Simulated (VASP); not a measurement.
Set up this calculation in VASP 6.6.1, as the native input.

* Task: single point
* Functional: LDA
* Potentials or basis: VASP PAW LDA potentials, release 64 (In_d, Se)
* Cutoff: 520 eV
* k mesh: 4 × 4 × 4
* Occupations: gaussian, width 0.01 eV
* Spin: no spin polarisation
* Dipole correction: no
* Further INCAR settings: ALGO = Normal; EDIFF = 1e-07; NBANDS = 27

The structure of InSe lies in POSCAR:

```
InSe
1.0
    2.0000000000      1.1547005400      8.4400000000
   -2.0000000000      1.1547005400      8.4400000000
    0.0000000000     -2.3094010800      8.4400000000
In Se
2 2
Direct
    0.0000000000      0.0000000000      0.0000000000
    0.1114000000      0.1114000000      0.1114000000
    0.6165000000      0.6165000000      0.6165000000
    0.8281000000      0.8281000000      0.8281000000
```

One way to write it, as run:

INCAR

```
SYSTEM = InSe
PREC = Accurate ; ENCUT = 520
EDIFF = 1E-7 ; ISMEAR = 0
SIGMA = 0.01 ; LREAL = .FALSE.
LASPH = .TRUE. ; NELM = 100
ALGO = Normal ; ISIF = 2
LWAVE = .FALSE. ; LCHARG = .TRUE.
LELF = .TRUE. ; LVHAR = .TRUE.
NBANDS = 27
```

KPOINTS

```
regular mesh
0
G
  4 4 4
  0 0 0
```

Potentials or basis: VASP PAW LDA potentials, release 64 (In_d, Se).

The run is started by

```bash
$ cat potpaw_LDA.64/In_d/POTCAR potpaw_LDA.64/Se/POTCAR > POTCAR
$ mpirun -np 1 vasp_std > vasp.out
```

Results of the run:

- Pressure: -1.2 GPa
- Largest force: 0.238 eV/Å
- Band gap on the k mesh: 0.22 eV, direct

Caveat: the k points lie up to 0.46 Å⁻¹ apart; spin-orbit coupling is left out, which moves the levels of the heavy elements.

Run time: 4.2 min on 1 thread of AMD EPYC 7R13 Processor (Zen 3), on a shared host, peak memory 0.44 GiB.
